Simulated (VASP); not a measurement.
**Na: single point with PBE**

Na:

```
Na
1.0
    -2.09856    2.09856    2.09856
     2.09856   -2.09856    2.09856
     2.09856    2.09856   -2.09856
Na
1
Direct
  0.00000 0.00000 0.00000
```

- Program: VASP 6.6.1
- Task: single point
- Functional: PBE
- Potentials or basis: VASP PAW PBE potentials, release 64 (Na_pv)
- Cutoff: 520 eV
- k mesh: 11 × 11 × 11
- Occupations: methfessel-paxton, width 0.2 eV
- Spin: no spin polarisation
- Dipole correction: no
- Further INCAR settings: ALGO = Normal; EDIFF = 1e-07; NBANDS = 10

| Item | Value |
| --- | --- |
| Pressure | 0.0 GPa |

Levels at points of the mesh, in eV from the Fermi level:
| k point | band 1 | band 2 | band 3 | band 4 | band 5 | band 6 | band 7 |
| --- | --- | --- | --- | --- | --- | --- | --- |
| (0.00, 0.00, 0.00) | -24.94 | -24.94 | -24.94 | -3.33 | 11.71 | 11.71 | 11.71 |

Wall time 9.3 s on 1 thread of AMD EPYC 9R45 96-Core Processor (Zen 5), with other jobs on the host, peak memory 0.12 GiB.
